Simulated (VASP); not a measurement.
**TeP2: relaxation of cell and atoms with PBE**

The system is TeP2.

```xyz
3
Lattice="0.0000 3.2598 3.2598 3.2598 0.0000 3.2598 3.2598 3.2598 0.0000" Properties=species:S:1:pos:R:3 pbc="T T T"
Te    3.2598    3.2598    3.2598
P     1.6299    1.6299    1.6299
P     4.8897    4.8897    4.8897
```

- Program: VASP 6.6.1
- Task: relaxation of cell and atoms
- Functional: PBE
- Potentials or basis: VASP PAW PBE potentials, release 64 (Te, P)
- Cutoff: 600 eV
- k mesh: 12 × 12 × 12
- Occupations: gaussian, width 0.1 eV
- Spin: no spin polarisation
- Dipole correction: no
- Further INCAR settings: ALGO = Normal; EDIFF = 1e-06; IBRION = 2; EDIFFG = -0.01; NSW = 100; ISIF = 3

| Property | Result |
| --- | --- |
| Relaxed volume | 23.30 Å³/atom |
| Relaxed cell | a = 4.624 Å, b = 4.624 Å, c = 4.624 Å, α = 60.00°, β = 60.00°, γ = 60.00° |
| Space group after relaxing (to 0.05 Å) | Fm-3m (No. 225) |
| Energy gained by relaxing | 0.4 meV/atom |
| Ionic steps | 3 |
| Pressure after relaxing | 0.0 GPa |
| Band gap on the k mesh | zero (band 8 reaches 7.63 eV, above the bottom of band 9 at 3.69 eV) |

Step by step:
```tsv
step	energy change (eV)	largest force (eV/Å)	pressure (GPa)	volume (Å³)
1	0.0000	0.0000	0.56	69.28
2	-0.0010	0.0000	-0.15	70.09
3	-0.0011	0.0000	0.00	69.91
```

Final structure:
```
CELL_PARAMETERS angstrom
0.00000 3.26967 3.26967
3.26967 0.00000 3.26967
3.26967 3.26967 0.00000
ATOMIC_POSITIONS crystal
Te 0.50000 0.50000 0.50000
P 0.25000 0.25000 0.25000
P 0.75000 0.75000 0.75000
```

Levels at points of the mesh, in eV from the Fermi level:
```tsv
k point	band 5	band 6	band 7	band 8	band 9	band 10	band 11	band 12
(0.00, 0.00, 0.00)	-3.46	-3.46	-2.86	-2.86	-2.86	1.45	1.45	1.45
(0.50, 0.00, 0.00)	-4.66	-2.78	-2.03	-2.03	0.90	2.55	2.55	3.43
(0.50, 0.50, 0.00)	-5.91	-2.54	0.79	0.92	0.92	1.77	3.19	3.19
```

It took 2.4 min on 1 thread of Intel(R) Xeon(R) Platinum 8259CL CPU @ 2.50GHz (Skylake/Cascade Lake) (shared host), peak memory 0.28 GiB.

Caveat: spin-orbit coupling is left out, which moves the levels of the heavy elements.
